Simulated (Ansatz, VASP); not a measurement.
BiRh in VASP and in Ansatz

```
CELL_PARAMETERS angstrom
4.09400 0.00000 0.00000
-2.04700 3.54551 0.00000
0.00000 0.00000 5.60637
ATOMIC_POSITIONS crystal
Bi 0.33333 0.66667 0.25000
Bi 0.66667 0.33333 0.75000
Rh 0.00000 0.00000 0.00000
Rh 0.00000 0.00000 0.50000
```

Change from the starting cell: zz strain of -1 %.

Alike in both runs: task single point; functional LDA; k mesh 12 × 12 × 7; occupations fermi-dirac, width 0.03 eV; no spin polarisation.

|  | VASP | Ansatz |
| --- | --- | --- |
| version | VASP 6.6.1 | Ansatz 0.2.0 |
| potentials or method | VASP PAW LDA potentials, release 64 (Bi_d, Rh_pv), cutoff 520 eV | all-electron LAPW, scalar-relativistic |

VASP gave:

```
pressure (GPa) : -1.0
```

**Question.** Which values does Ansatz return?

**Answer.** Pressure (GPa): -1.3.

LDA's correlation is that of Perdew and Zunger in VASP and of Perdew and Wang (1992) in Ansatz. Ansatz ran all-electron here, and VASP with PAW potentials.

Neither program's run includes spin-orbit coupling.
